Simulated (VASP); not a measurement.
# NiO (Fm-3m) in VASP: a series of runs, part 2 of 2

VASP 6.6.1.

## (5) Single point, PBE, collinear spin, ferromagnetic start

INCAR

```
PREC     = Accurate       # precision mode
ENCUT    = 520            # plane-wave cutoff, eV
EDIFF    = 1E-7           # SCF threshold, eV
ISMEAR   = -1             # smearing method
SIGMA    = 0.03           # smearing width, eV
LREAL    = F              # projectors in reciprocal space
LASPH    = T              # aspherical terms in the spheres
NELM     = 150            # most SCF steps
ALGO     = Normal         # electronic algorithm
ISIF     = 2              # what is computed and relaxed
LWAVE    = F              # write WAVECAR
LCHARG   = F              # write CHGCAR
ISPIN    = 2              # spin polarisation
MAGMOM   = 0 1.65         # initial moments
LORBIT   = 11             # projections on sites
NUPDOWN  = 1.65           # fixed moment
LMAXMIX  = 4              # l up to which the mixer works
GGA      = PE             # functional
NBANDS   = 19             # bands
```

KPOINTS

```
regular mesh
0
Gamma
  10 10 10
```

POSCAR

```
NiO
1.0
    0.0000000000      2.0893000000      2.0893000000
    2.0893000000      0.0000000000      2.0893000000
    2.0893000000      2.0893000000      0.0000000000
O Ni
1 1
Direct
    0.5000000000      0.5000000000      0.5000000000
    0.0000000000      0.0000000000      0.0000000000
```

On the command line:

```console
cat potpaw_PBE.64/O/POTCAR potpaw_PBE.64/Ni/POTCAR > POTCAR
mpirun -np 1 vasp_std > vasp.out
```

Wall time 1.9 min (1 thread of AMD EPYC 7R13, shared host); peak memory 0.14 GiB.

Results (log left out):

| Quantity | Value |
| --- | --- |
| Free energy | -11.4711 eV |
| Pressure | 3.9 GPa |
| Net moment | 1.65 μB per cell |
| Site moments | O +0.24; Ni +1.37 μB |
| Valence electrons inside the program's atomic spheres | O 4.97; Ni 8.99 |

Caveat: the total moment is fixed, so each spin has its own Fermi level; a cell with one magnetic atom can't hold antiferromagnetic order, which such compounds often take.

## (6) Single point, PBE, collinear spin, ferromagnetic start

INCAR

```
SYSTEM = NiO
PREC = Accurate ; ENCUT = 520
EDIFF = 1E-6 ; ISMEAR = -1
SIGMA = 0.03 ; LREAL = .False.
LASPH = .True. ; NELM = 150
ALGO = Normal ; ISIF = 2
LWAVE = .False. ; LCHARG = .True.
ISPIN = 2 ; MAGMOM = 0 2.48
LORBIT = 11 ; NUPDOWN = 2.48
LMAXMIX = 4 ; GGA = PE
LELF = .True. ; LVHAR = .True.
NBANDS = 19
```

KPOINTS

```
regular mesh
0
Gamma
  10 10 10
  0 0 0
```

POSCAR is that of step 5.

Potentials or basis: VASP PAW PBE potentials, release 64 (O, Ni).

On the command line:

```console
cat potpaw_PBE.64/O/POTCAR potpaw_PBE.64/Ni/POTCAR > POTCAR
mpirun -np 1 vasp_std > vasp.out
```

OUTCAR:

```text
SYSTEM = NiO
   PREC = Accurate
   ENCUT = 520
   EDIFF = 1E-6
   ISMEAR = -1
   LREAL = .False.
   LASPH = .True.
   NELM = 150
   ISIF = 2
   ISPIN = 2
   LORBIT = 11
   NUPDOWN = 2.48
   GGA = PE

 ion  position               nearest neighbor table
   1  0.500  0.500  0.500-   2 2.09   2 2.09   2 2.09   2 2.09   2 2.09   2 2.09
   2  0.000  0.000  0.000-   1 2.09   1 2.09   1 2.09   1 2.09   1 2.09   1 2.09

  LATTYP: Found a face centered cubic cell.
 ALAT       =     4.1786000000

  Lattice vectors:

 A1 = (   0.0000000000,   2.0893000000,   2.0893000000)
 A2 = (   2.0893000000,   0.0000000000,   2.0893000000)
 A3 = (   2.0893000000,   2.0893000000,   0.0000000000)

Analysis of symmetry for initial positions (statically):
=====================================================================
 Subroutine PRICEL returns:
 Original cell was already a primitive cell.

 Routine SETGRP: Setting up the symmetry group for a
 face centered cubic supercell.

 Subroutine GETGRP returns: Found 48 space group operations
 (whereof 48 operations were pure point group operations)
 out of a pool of 48 trial point group operations.

The static configuration has the point symmetry O_h .

Analysis of symmetry for dynamics (positions and initial velocities):
=====================================================================
 Subroutine PRICEL returns:
 Original cell was already a primitive cell.

 Routine SETGRP: Setting up the symmetry group for a
 face centered cubic supercell.

 Subroutine GETGRP returns: Found 48 space group operations
 (whereof 48 operations were pure point group operations)
 out of a pool of 48 trial point group operations.

The dynamic configuration has the point symmetry O_h .

Analysis of structural, dynamic, and magnetic symmetry:
=====================================================================
 Subroutine PRICEL returns:
 Original cell was already a primitive cell.

 Routine SETGRP: Setting up the symmetry group for a
 face centered cubic supercell.
[... 147 lines left out ...]
  ext. energy  EPLUGINS =         0.00000000
  ---------------------------------------------------
  free energy    TOTEN  =       -10.15902232 eV

  energy without entropy =      -10.14747873  energy(sigma->0) =      -10.15325052

 E-fermi :   6.8713     XC(G=0): -12.7369

 val. band max:       13.4246122097   @ k =   0.4000   0.1000   0.0000
 cond. band min:       6.8750999721   @ k =   0.1000   0.1000   0.0000
 fundamental gap:     -6.5495122375
 Fermi energy:        13.4568689199

 spin component 1

 k-point     1 :       0.0000    0.0000    0.0000
  band No.  band energies     occupation
      1     -12.6033      1.00000
      2       3.9953      1.00000
      3       3.9953      1.00000
      4       4.4584      1.00000
      5       4.4585      1.00000
      6       4.4585      1.00000
[... 517 lines left out ...]
     18      39.8656      0.00000
     19      39.9861      0.00000

 [... further k-points ...]

 spin component 2

 k-point     1 :       0.0000    0.0000    0.0000
  band No.  band energies     occupation
      1     -11.7254      1.00000
      2       5.6405      1.00000
      3       5.6406      1.00000
      4       5.6406      1.00000
      5       5.7550      1.00000
      6       5.7550      1.00000
[... 517 lines left out ...]
     18      40.3836      0.00000
     19      40.6513      0.00000

 [... further k-points ...]

------------------------ aborting loop because EDIFF is reached ----------------------------------------

  FORCE on cell =-STRESS in cart. coord.  units (eV):
  Direction    XX          YY          ZZ          XY          YZ          ZX
  --------------------------------------------------------------------------------------
  -------------------------------------------------------------------------------------
  Total        2.2812482      2.2812482      2.2812482     -0.0000000     -0.0000000      0.0000000
  in kB      200.3783091    200.3783091    200.3783091     -0.0000000     -0.0000000      0.0000000
  external PRESSURE =     200.3783091 kB  Pullay stress =       0.0000000 kB

 VOLUME and BASIS-vectors are now :
 -----------------------------------------------------------------------------
  energy-cutoff  :      520.00
  volume of cell :       18.24
      direct lattice vectors                 reciprocal lattice vectors
     0.000000000  2.089300000  2.089300000    -0.239314603  0.239314603  0.239314603
     2.089300000  0.000000000  2.089300000     0.239314603 -0.239314603  0.239314603
     2.089300000  2.089300000  0.000000000     0.239314603  0.239314603 -0.239314603

 POSITION                                       TOTAL-FORCE (eV/Angst)
 -----------------------------------------------------------------------------------
      2.08930      2.08930      2.08930         0.000000     -0.000000      0.000000
      0.00000      0.00000      0.00000        -0.000000      0.000000     -0.000000
 -----------------------------------------------------------------------------------
    total drift:                                0.000000     -0.000000     -0.000000

  FREE ENERGIE OF THE ION-ELECTRON SYSTEM (eV)
  ---------------------------------------------------
  free  energy   TOTEN  =       -10.1590223153 eV

  energy  without entropy=      -10.1474787342  energy(sigma->0) =      -10.15325052

 total charge

# of ion       s       p       d       tot
------------------------------------------
    1        1.586   3.397   0.000   4.982
    2        0.383   0.429   8.116   8.928
--------------------------------------------------
tot          1.968   3.826   8.116  13.910

 magnetization (x)

# of ion       s       p       d       tot
------------------------------------------
    1        0.066   0.460   0.000   0.526
    2        0.065   0.043   1.700   1.808
--------------------------------------------------
tot          0.131   0.503   1.700   2.334
```

stdout:

```text
POSCAR found type information on POSCAR O Ni
 POSCAR found :  2 types and       2 ions
 scaLAPACK will be used
 LDA part: xc-table for (Slater+PW92), standard interpolation
 POSCAR, INCAR and KPOINTS ok, starting setup
 FFT: planning ... GRIDC
 FFT: planning ... GRID_SOFT
 FFT: planning ... GRID
 WAVECAR not read
 entering main loop
```

Wall time 2 min (1 thread of AMD EPYC 7R13, shared host); peak memory 0.13 GiB.

Results:

```
Free energy                                           : -10.1590 eV
Pressure                                              : 20.0 GPa
Net moment                                            : 2.48 μB per cell
Site moments                                          : O +0.53; Ni +1.81 μB
Valence electrons inside the program's atomic spheres : O 4.98; Ni 8.93
```

Caveat: the total moment is fixed, so each spin has its own Fermi level; a cell with one magnetic atom can't hold antiferromagnetic order, which such compounds often take.

## (7) Overview

| spin | fixed moment (μB) | pressure (GPa) | moment (μB) |
| --- | --- | --- | --- |
| collinear, zero start | 0.0 | -2.8 | 0.00 |
| collinear, ferromagnetic start | - | 4.7 | 1.73 |
| collinear, ferromagnetic start | 0.83 | -0.9 | 0.83 |
| collinear, ferromagnetic start | 1.65 | 3.9 | 1.65 |
| collinear, ferromagnetic start | 2.48 | 20.0 | 2.48 |

Alike in all rows: task single point; level PBE; potentials or basis VASP PAW PBE potentials, release 64 (O, Ni); cell as given; k mesh 10 × 10 × 10; cutoff (eV) 520; smearing fermi-dirac 0.03 eV.

Caveats: the total moment is fixed, so each spin has its own Fermi level (some runs); a cell with one magnetic atom can't hold antiferromagnetic order, which such compounds often take (some runs); semilocal functionals often make such compounds metallic where correlation or magnetic order opens a gap, which also shifts bond lengths (some runs).

Total energies depend on the potentials used, so only differences within one code and one set of settings carry meaning.
